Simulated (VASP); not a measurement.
# CuSnO: single point with PBE

Crystal: CuSnO.

```
CELL_PARAMETERS angstrom
3.45913 0.00000 0.00000
0.00000 3.16532 0.00000
0.00000 0.00000 5.50314
ATOMIC_POSITIONS crystal
Cu 0.00000 0.50000 0.50000
Sn 0.00000 0.50000 0.00000
O 0.50000 0.50000 0.50000
```

The cell was built from a structure type or drawn by symmetry, and may not be a known phase.

```json
{"Program": "VASP 6.6.1", "Task": "single point", "Functional": "PBE", "Potentials or basis": "VASP PAW PBE potentials, release 64 (Cu, Sn_d, O)", "Cutoff": "520 eV", "k mesh": "6 × 6 × 4", "Occupations": "gaussian, width 0.1 eV", "Spin": "collinear spin", "Starting moments": "[1.0, 0.0, 0.0] μB"}
```

- Pressure: 0.2 GPa
- Net moment: 0.00 μB per cell
- Valence electrons inside the program's atomic spheres: Cu 10.12; Sn 12.08; O 4.96

Stress tensor (GPa, compression positive):
```
 1.13  0.00  0.00
 0.00 -0.18  0.00
 0.00  0.00 -0.22
```

Levels at points of the mesh, in eV from the Fermi level:
Spin up:
```csv
k point,band 14,band 15,band 16,band 17,band 18,band 19
"(0.00, 0.00, 0.00)",-2.56,-1.91,0.61,2.91,4.23,6.32
"(0.50, 0.00, 0.00)",-1.45,-0.72,-0.41,0.24,7.19,7.45
"(0.00, 0.50, 0.00)",-2.33,-2.09,-1.97,2.17,5.54,5.79
"(0.50, 0.50, 0.00)",-0.29,-0.27,-0.16,0.05,1.29,4.44
"(0.00, 0.00, 0.50)",-2.63,-1.89,-0.15,4.23,6.26,6.44
"(0.50, 0.00, 0.50)",-2.02,0.02,0.24,3.11,5.37,6.77
"(0.00, 0.50, 0.50)",-2.08,-2.04,-1.99,1.54,4.02,6.41
"(0.50, 0.50, 0.50)",-0.97,-0.71,-0.25,0.82,2.86,4.32
```
Spin down:
```tsv
k point	band 12	band 13	band 14	band 15	band 16	band 17	band 18	band 19	band 20	band 21
(0.00, 0.00, 0.00)	-2.68	-2.61	-2.56	-1.91	0.61	2.91	4.23	6.32	8.16	9.92
(0.50, 0.00, 0.00)	-2.59	-2.41	-1.45	-0.72	-0.41	0.24	7.19	7.45	7.50	9.01
(0.00, 0.50, 0.00)	-2.93	-2.87	-2.33	-2.09	-1.97	2.17	5.54	5.79	6.36	6.42
(0.50, 0.50, 0.00)	-2.06	-1.59	-0.29	-0.27	-0.16	0.05	1.29	4.44	4.62	7.62
(0.00, 0.00, 0.50)	-2.68	-2.63	-2.63	-1.89	-0.15	4.23	6.26	6.44	6.70	9.19
(0.50, 0.00, 0.50)	-2.89	-2.61	-2.02	0.02	0.24	3.11	5.37	6.77	7.88	9.26
(0.00, 0.50, 0.50)	-3.08	-2.87	-2.08	-2.04	-1.99	1.54	4.02	6.41	9.15	9.95
(0.50, 0.50, 0.50)	-3.11	-1.26	-0.97	-0.71	-0.25	0.82	2.86	4.32	4.47	8.74
```

Run time: 5.4 min on 1 thread of AMD EPYC 7571, on a shared host, peak memory 0.24 GiB.

Caveat: spin-orbit coupling is left out, which moves the levels of the heavy elements. With open d or f shells a metallic result of PBE can be an artefact of self-interaction; +U or a hybrid may open a gap.
